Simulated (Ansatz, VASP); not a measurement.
**Two plane-wave programs on ZnPt**

The input INCAR:

```
  PREC = Accurate
  ENCUT = 520
  EDIFF = 1E-7
  ISMEAR = 0
  SIGMA = 0.15
  LREAL = False
  LASPH = True
  NELM = 100
  ALGO = Fast
  ISIF = 2
  LWAVE = False
  LCHARG = False
  NBANDS = 18
```

The input KPOINTS:

```
regular mesh
0
Gamma
  16 16 14
```

File POSCAR:

```
ZnPt
1.0
    2.8640000000      0.0035800000      0.0000000000
    0.0035800000      2.8640000000      0.0000000000
    0.0000000000      0.0000000000      3.5100000000
Zn Pt
1 1
Direct
    0.5000000000      0.5000000000      0.5000000000
    0.0000000000      0.0000000000      0.0000000000
```

Input for Ansatz:

```yaml
crystal:
  lattice:
    - [2.864, 0.00358, 0.0]
    - [0.00358, 2.864, 0.0]
    - [0.0, 0.0, 3.51]
  atoms:
    - { symbol: Zn, position: [0.5, 0.5, 0.5] }
    - { symbol: Pt, position: [0.0, 0.0, 0.0] }
basis:
  ecutwfc: 420
kpoints:
  mp_grid: { grid: [16, 16, 14] }
hamiltonian:
  xc: lda
scf:
  occupations: { method: gaussian, width: 0.15 }
output:
  forces: true
  stress: true
  eigenvalues: true
```

Change from the starting cell: strain +0.0025 x Voigt [0, 0, 0, 0, 0, 1], atoms carried along.

Alike in both runs: task single point; functional LDA; k mesh 16 × 16 × 14; occupations gaussian, width 0.15 eV; no spin polarisation.

|  | VASP | Ansatz |
| --- | --- | --- |
| version | VASP 6.6.1 | Ansatz 0.2.0 |
| potentials or method | VASP PAW LDA potentials, release 64 (Zn, Pt), cutoff 520 eV | scalar-relativistic, plane waves, PAW |
| valence electrons in the cell | 22 | 30 |

|  | VASP | Ansatz | Ansatz less VASP |
| --- | --- | --- | --- |
| gap on the k mesh at the Fermi level (eV) | none | none | - |
| pressure (GPa) | -10.0 | -11.0 | -0.98 |
| traceless stress, the component that is largest in VASP (GPa) | -0.13 | -0.13 | +0.002 |

LDA's correlation is that of Perdew and Zunger in VASP and of Perdew and Wang (1992) in Ansatz. A gap of «none» marks a metal or a gap that the smearing closes. VASP's potentials hold 22 valence electrons a cell and Ansatz's 30, so a difference there can come from the potentials and not from the codes.

Spin-orbit coupling is off throughout.
